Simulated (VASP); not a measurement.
# MgI2 (P-3m1) in VASP: a series of runs

The runs below take MgI2 through single point, with PBE.

Everything below comes from runs of VASP 6.6.1. Logs are shortened: lines on timing, memory, paths and dates and some standing lists are left out, and cuts for length are marked.

### 1 The cell of the first run

Symmetry: P-3m1, No. 164, trigonal system. The conventional cell has a = 4.115 Å, b = 4.115 Å, c = 7.641 Å, α = 90.00°, β = 90.00°, γ = 120.00°. Within 3.8 Å of Mg (site symmetry -3m) lie 6 I at 2.87 Å. Within 3.8 Å of I (site symmetry 3m) lie 3 Mg at 2.87 Å.

### 2 Single point, PBE

INCAR reads:

```
PREC = Accurate
ENCUT = 520
EDIFF = 1E-7
ISMEAR = 0
SIGMA = 0.05
LREAL = False
LASPH = True
NELM = 60
ALGO = Normal
ISIF = 2
LWAVE = False
LCHARG = False
GGA = PE
NBANDS = 15
```

KPOINTS reads:

```
Automatic mesh
0
Gamma
  6 6 4
```

POSCAR reads:

```
MgI2
1.0
    4.1154617896      0.0000000000      0.0000000000
   -2.0577308948      3.5640944581      0.0000000000
    0.0000000000      0.0000000000      7.6413829923
Mg I
1 2
Direct
    0.0000000000      0.0000000000      0.0000000000
    0.3333333333      0.6666666667      0.7897071656
    0.6666666667      0.3333333333      0.2102928344
```

Potentials or basis: VASP PAW PBE potentials, release 64 (Mg, I).

On the command line:

```bash
cat potpaw_PBE.64/Mg/POTCAR potpaw_PBE.64/I/POTCAR > POTCAR
mpirun -np 1 vasp_std > vasp.out
```

OUTCAR:

```text
PREC = Accurate
   ENCUT = 520
   EDIFF = 1E-7
   ISMEAR = 0
   LREAL = False
   LASPH = True
   NELM = 60
   ISIF = 2
   GGA = PE

 ion  position               nearest neighbor table
   1  0.000  0.000  0.000-   2 2.87   3 2.87   3 2.87   2 2.87   3 2.87   2 2.87
   2  0.333  0.667  0.790-   1 2.87   1 2.87   1 2.87
   3  0.667  0.333  0.210-   1 2.87   1 2.87   1 2.87

  LATTYP: Found a hexagonal cell.
 ALAT       =     4.1154617896
 C/A-ratio  =     1.8567498334

  Lattice vectors:

 A1 = (   4.1154617896,   0.0000000000,   0.0000000000)
 A2 = (  -2.0577308948,   3.5640944581,   0.0000000000)
 A3 = (   0.0000000000,   0.0000000000,   7.6413829923)

Analysis of symmetry for initial positions (statically):
[... 33 lines left out ...]
                                     Primitive cell

  volume of cell :     112.0830

  direct lattice vectors                    reciprocal lattice vectors
     4.115461790  0.000000000  0.000000000     0.242986098  0.140288089  0.000000000
    -2.057730895  3.564094458  0.000000000     0.000000000  0.280576178  0.000000000
     0.000000000  0.000000000  7.641382992     0.000000000  0.000000000  0.130866363

  length of vectors
     4.115461790  4.115461790  7.641382992     0.280576178  0.280576178  0.130866363

  position of ions in fractional coordinates (direct lattice)
     0.000000000  0.000000000  0.000000000
     0.333333333  0.666666667  0.789707166
     0.666666667  0.333333333  0.210292834

  ion indices of the primitive-cell ions
   primitive index   ion index
                 1           1
                 2           2
                 3           3

----------------------------------------------------------------------------------------

 KPOINTS: Automatic mesh

Automatic generation of k-mesh.
 Grid dimensions read from file:
 generate k-points for:    6    6    4

 Generating k-lattice:

  Cartesian coordinates                     Fractional coordinates (reciprocal lattice)
     0.040497683  0.023381348  0.000000000     0.166666667  0.000000000  0.000000000
     0.000000000  0.046762696  0.000000000     0.000000000  0.166666667  0.000000000
     0.000000000  0.000000000  0.032716591     0.000000000  0.000000000  0.250000000

  Length of vectors
     0.046762696  0.046762696  0.032716591

  Shift w.r.t. Gamma in fractional coordinates (k-lattice)
[... 9 lines left out ...]
  0.000000  0.000000  0.000000      1.000000
  0.166667  0.000000  0.000000      6.000000
  0.333333  0.000000  0.000000      6.000000
  0.500000  0.000000  0.000000      3.000000
  0.166667  0.166667  0.000000      6.000000
  0.333333  0.166667  0.000000     12.000000
[... 22 lines left out ...]
   dimension x,y,z NGXF=    64 NGYF=   64 NGZF=  120
   ions per type =               1   2
   NGX,Y,Z   is equivalent  to a cutoff of  12.93, 12.93, 13.05 a.u.
   NGXF,Y,Z  is equivalent  to a cutoff of  25.85, 25.85, 26.11 a.u.
 SYSTEM =  unknown system
   PREC   = accura    normal or accurate (medium, high low for compatibility)
   ISTART =      0    job   : 0-new  1-cont  2-samecut
   ICHARG =      2    charge: 1-file 2-atom 10-const
   ISPIN  =      1    spin polarized calculation?
   LNONCOLLINEAR =      F non collinear calculations
   LSORBIT =      F    spin-orbit coupling
   LASPH  =      T    aspherical Exc in radial PAW
   ENCUT  =  520.0 eV  38.22 Ry    6.18 a.u.   7.65  7.65 14.21*2*pi/ulx,y,z
   NELM   =     60;   NELMIN=  2; NELMDL= -5     # of ELM steps
   EDIFF  = 0.1E-06   stopping-criterion for ELM
   LREAL  =      F    real-space projection
   EDIFFG = 0.1E-05   stopping-criterion for IOM
   NSW    =      0    number of steps for IOM
   IBRION =     -1    ionic relax: 0-MD 1-quasi-New 2-CG
[... 14 lines left out ...]
     AMIX     =   0.40;   BMIX     =  1.00
     AMIX_MAG =   1.60;   BMIX_MAG =  1.00
  volume/ion in A,a.u.               =      37.36       252.12
  Fermi-wavevector in a.u.,A,eV,Ry     =   0.855595  1.616840  9.960047  0.732043
  Thomas-Fermi vector in A             =   1.972368
   LORBIT       =      0    0 simple, 1 ext, 2 COOP (PROOUT), +10 PAW based schemes
   GGA     = PE    functional components
[... 6 lines left out ...]
 Gauss-broadening in eV      SIGMA  =   0.05
  energy-cutoff  :      520.00
  volume of cell :      112.08
 maximum number of plane-waves:      3076
 NGX is ok and might be reduce to    32
   NGX = 15   NGY = 15   NGZ = 29

 number of electron      16.0000001 magnetization

 Free energy of the ion-electron system (eV)
  ---------------------------------------------------
  ext. energy  EPLUGINS =         0.00000000
  ---------------------------------------------------
  free energy    TOTEN  =        -7.67364889 eV

  energy without entropy =       -7.67364889  energy(sigma->0) =       -7.67364889

 E-fermi :   1.6933     XC(G=0):  -7.6680

 val. band max:        1.4483331902   @ k =   0.0000   0.0000   0.0000
 cond. band min:       5.1686411179   @ k =   0.5000   0.0000   0.2500
 fundamental gap:      3.7203079277
 Fermi energy:         1.6933312673

 k-point     1 :       0.0000    0.0000    0.0000
  band No.  band energies     occupation
      1     -10.6060      2.00000
      2      -9.9208      2.00000
      3      -1.7777      2.00000
      4       1.0906      2.00000
      5       1.0906      2.00000
      6       1.1777      2.00000
      7       1.4483      2.00000
      8       1.4483      2.00000
      9       5.4733      0.00000
     10       6.3807      0.00000
     11       8.1956      0.00000
     12       8.1956      0.00000
     13       8.3253      0.00000
     14       9.5712      0.00000
     15       9.5712      0.00000

 k-point     2 :       0.1667    0.0000    0.0000
  band No.  band energies     occupation
      1     -10.4568      2.00000
      2      -9.8384      2.00000
      3      -1.6358      2.00000
      4       0.0199      2.00000
      5       0.6085      2.00000
      6       0.7703      2.00000
      7       1.2208      2.00000
      8       1.3764      2.00000
      9       6.2967      0.00000
     10       6.8944      0.00000
     11       7.7643      0.00000
     12       8.6192      0.00000
     13       8.6792      0.00000
     14       9.5251      0.00000
     15      10.0129      0.00000

 k-point     3 :       0.3333    0.0000    0.0000
  band No.  band energies     occupation
      1     -10.1009      2.00000
      2      -9.6873      2.00000
      3      -1.7567      2.00000
      4      -1.1825      2.00000
      5      -0.2217      2.00000
      6       0.3157      2.00000
      7       1.0323      2.00000
      8       1.1372      2.00000
      9       5.6325      0.00000
     10       7.0331      0.00000
     11       7.6900      0.00000
     12       8.9635      0.00000
     13       8.9980      0.00000
     14       9.6330      0.00000
     15      10.5456      0.00000

 k-point     4 :       0.5000    0.0000    0.0000
  band No.  band energies     occupation
      1      -9.8534      2.00000
      2      -9.6545      2.00000
      3      -2.2368      2.00000
      4      -1.5345      2.00000
      5      -0.0531      2.00000
      6       0.1300      2.00000
      7       0.7523      2.00000
      8       1.0121      2.00000
      9       5.1908      0.00000
     10       6.9675      0.00000
     11       7.2229      0.00000
     12       8.9120      0.00000
     13       9.1668      0.00000
     14      10.3759      0.00000
     15      10.4042      0.00000
[... 307 lines left out ...]
 k-point    22 :       0.1667    0.1667    0.5000
  band No.  band energies     occupation
      1     -10.1811      2.00000
      2      -9.7459      2.00000
      3      -1.5103      2.00000
      4      -0.8243      2.00000
      5      -0.2342      2.00000
      6       0.6532      2.00000
      7       0.6688      2.00000
      8       0.9966      2.00000
      9       6.4394      0.00000
     10       7.3000      0.00000
     11       8.1708      0.00000
     12       8.6925      0.00000
     13       8.8238      0.00000
     14       9.0553      0.00000
     15      10.2564      0.00000

 k-point    23 :       0.3333    0.1667    0.5000
  band No.  band energies     occupation
      1      -9.8600      2.00000
      2      -9.6512      2.00000
      3      -2.0009      2.00000
      4      -1.4054      2.00000
      5      -0.5094      2.00000
      6       0.0245      2.00000
      7       0.6458      2.00000
      8       0.9500      2.00000
      9       5.9856      0.00000
     10       7.2853      0.00000
     11       7.9610      0.00000
     12       8.4024      0.00000
     13       8.6633      0.00000
     14      10.0981      0.00000
     15      10.5844      0.00000

 k-point    24 :       0.3333    0.3333    0.5000
  band No.  band energies     occupation
      1      -9.6827      2.00000
      2      -9.6827      2.00000
      3      -1.8571      2.00000
      4      -1.2044      2.00000
      5      -1.2044      2.00000
      6      -0.5881      2.00000
      7       0.8158      2.00000
      8       0.8158      2.00000
      9       6.3653      0.00000
     10       7.6705      0.00000
     11       7.6705      0.00000
     12       9.1190      0.00000
     13       9.7902      0.00000
     14      10.1137      0.00000
     15      10.1994      0.00000

------------------------ aborting loop because EDIFF is reached ----------------------------------------

  FORCE on cell =-STRESS in cart. coord.  units (eV):
  Direction    XX          YY          ZZ          XY          YZ          ZX
  --------------------------------------------------------------------------------------
  -------------------------------------------------------------------------------------
  Total        1.5877807      1.5877807      1.6827217     -0.0000000     -0.0000000      0.0000000
  in kB       22.6966289     22.6966289     24.0537694     -0.0000000     -0.0000000      0.0000000
  external PRESSURE =      23.1490091 kB  Pullay stress =       0.0000000 kB

 VOLUME and BASIS-vectors are now :
 -----------------------------------------------------------------------------
  energy-cutoff  :      520.00
  volume of cell :      112.08
      direct lattice vectors                 reciprocal lattice vectors
     4.115461790  0.000000000  0.000000000     0.242986098  0.140288089  0.000000000
    -2.057730895  3.564094458  0.000000000     0.000000000  0.280576178  0.000000000
     0.000000000  0.000000000  7.641382992     0.000000000  0.000000000  0.130866363

 POSITION                                       TOTAL-FORCE (eV/Angst)
 -----------------------------------------------------------------------------------
      0.00000      0.00000      0.00000        -0.000000      0.000000      0.000000
     -0.00000      2.37606      6.03445        -0.000000      0.000000     -0.514877
      2.05773      1.18803      1.60693         0.000000     -0.000000      0.514877
 -----------------------------------------------------------------------------------
    total drift:                                0.000000     -0.000000      0.000000

  FREE ENERGIE OF THE ION-ELECTRON SYSTEM (eV)
  ---------------------------------------------------
  free  energy   TOTEN  =        -7.6736488946 eV

  energy  without entropy=       -7.6736488946  energy(sigma->0) =       -7.67364889
```

Run time: 17 s. Hardware: 1 thread of Intel Xeon 6975P-C (Granite Rapids), shared host; peak memory 0.25 GiB.

Results:

```
Free energy            : -7.6736 eV
Pressure               : 2.3 GPa
Largest force          : 0.515 eV/Å
Band gap on the k mesh : 3.72 eV, indirect (least direct gap 4.03 eV)
```

Forces in eV/Å, atoms in the order of the input:
```
Mg   0.000  0.000  0.000
I    0.000  0.000 -0.515
I    0.000  0.000  0.515
```

Stress tensor (GPa, compression positive):
```
2.27 0.00 0.00
0.00 2.27 0.00
0.00 0.00 2.41
```

Caveat: spin-orbit coupling is left out, which moves the levels of the heavy elements; this functional lacks dispersion, which binds the layers, so the pressure and a relaxed spacing across them are unreliable. A k mesh can miss the band edges.

### 3 Single point, PBE

INCAR reads:

```
ALGO     = Normal         # electronic algorithm
EDIFF    = 1E-7           # SCF threshold, eV
ENCUT    = 520            # plane-wave cutoff, eV
GGA      = PE             # functional
ISIF     = 2              # what is computed and relaxed
ISMEAR   = 0              # smearing method
LASPH    = True           # aspherical terms in the spheres
LCHARG   = True           # write CHGCAR
LELF     = True           # ELF
LREAL    = False          # projectors in reciprocal space
LVHAR    = True         
LWAVE    = False          # write WAVECAR
NBANDS   = 15             # bands
NELM     = 100            # most SCF steps
PREC     = Accurate       # precision mode
SIGMA    = 0.05           # smearing width, eV
```

KPOINTS reads:

```
k-points
0
Gamma
  6 6 4
```

POSCAR reads:

```
MgI2
1.0
    4.1154617896      0.0000000000      0.0000000000
   -2.0577308948      3.5640944581      0.0000000000
    0.0000000000      0.0000000000      7.6413829923
Mg I
1 2
Direct
    0.0000000000      0.0000000000      0.0000000000
    0.3333333333      0.6666666667      0.7666648737
    0.6666666667      0.3333333333      0.2333351263
```

Potentials or basis: VASP PAW PBE potentials, release 64 (Mg, I).

On the command line:

```bash
cat potpaw_PBE.64/Mg/POTCAR potpaw_PBE.64/I/POTCAR > POTCAR
mpirun -np 1 vasp_std > vasp.out
```

Wall time 18 s (1 thread of Intel Xeon 6975P-C (Granite Rapids), shared host); peak memory 0.24 GiB.

Results (log left out):

```yaml
Free_energy: -7.6878 eV
Pressure: -0.3 GPa
Largest_force: 0.390 eV/Å
Band_gap_on_the_k_mesh: 3.32 eV, indirect (least direct gap 3.47 eV)
```

Forces in eV/Å, atoms in the order of the input:
```
Mg   0.000  0.000  0.000
I    0.000  0.000  0.390
I    0.000  0.000 -0.390
```

Stress tensor (GPa, compression positive):
```
 0.45  0.00  0.00
 0.00  0.45  0.00
 0.00  0.00 -1.79
```

Levels at points of the mesh, in eV from the valence-band top:
| k point | band 6 | band 7 | band 8 | band 9 | band 10 | band 11 |
| --- | --- | --- | --- | --- | --- | --- |
| (0.00, 0.00, 0.00) | -0.24 | 0.00 | 0.00 | 3.47 | 4.95 | 6.82 |
| (0.50, 0.00, 0.00) | -1.13 | -0.98 | -0.50 | 3.48 | 5.17 | 5.34 |
| (0.00, 0.00, 0.50) | -0.20 | -0.04 | -0.04 | 4.40 | 4.92 | 6.74 |
| (0.50, 0.00, 0.50) | -1.06 | -0.96 | -0.59 | 3.32 | 5.00 | 5.40 |

Caveat: spin-orbit coupling is left out, which moves the levels of the heavy elements; this functional lacks dispersion, which binds the layers, so the pressure and a relaxed spacing across them are unreliable.
